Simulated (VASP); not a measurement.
A run of VASP 6.6.1:

Contents of INCAR:

```
SYSTEM = Si2Se
PREC = Accurate
ENCUT = 520
EDIFF = 1E-6
ISMEAR = 0
SIGMA = 0.1
LREAL = .False.
LASPH = .True.
NELM = 80
ALGO = Normal
ISIF = 2
LWAVE = .False.
LCHARG = .True.
GGA = PE
LELF = .True.
LVHAR = .True.
NBANDS = 23
```

Contents of KPOINTS:

```
Automatic mesh
0
Gamma
  10 10 10
  0 0 0
```

POSCAR

```
Si2Se
1.0
    0.0000000000      3.7421955591      3.7421955591
    3.7421955591      0.0000000000      3.7421955591
    3.7421955591      3.7421955591      0.0000000000
Si Se
4 2
Direct
    0.1250000000      0.1250000000      0.1250000000
    0.6250000000      0.1250000000      0.1250000000
    0.1250000000      0.1250000000      0.6250000000
    0.1250000000      0.6250000000      0.1250000000
    0.5000000000      0.5000000000      0.5000000000
    0.7500000000      0.7500000000      0.7500000000
```

Potentials or basis: VASP PAW PBE potentials, release 64 (Si, Se).

Launch:

```sh
$ cat potpaw_PBE.64/Si/POTCAR potpaw_PBE.64/Se/POTCAR > POTCAR
$ mpirun -np 1 vasp_std > vasp.out
```

Hardware: 1 thread of Intel Xeon 8259CL (shared host).

Q: How long does it take, and how much memory?

A: Wall time 2.8 min on 1 thread of Intel Xeon 8259CL, with other jobs on the host, peak memory 0.29 GiB. Counts: scf iterations 12, k points 47.
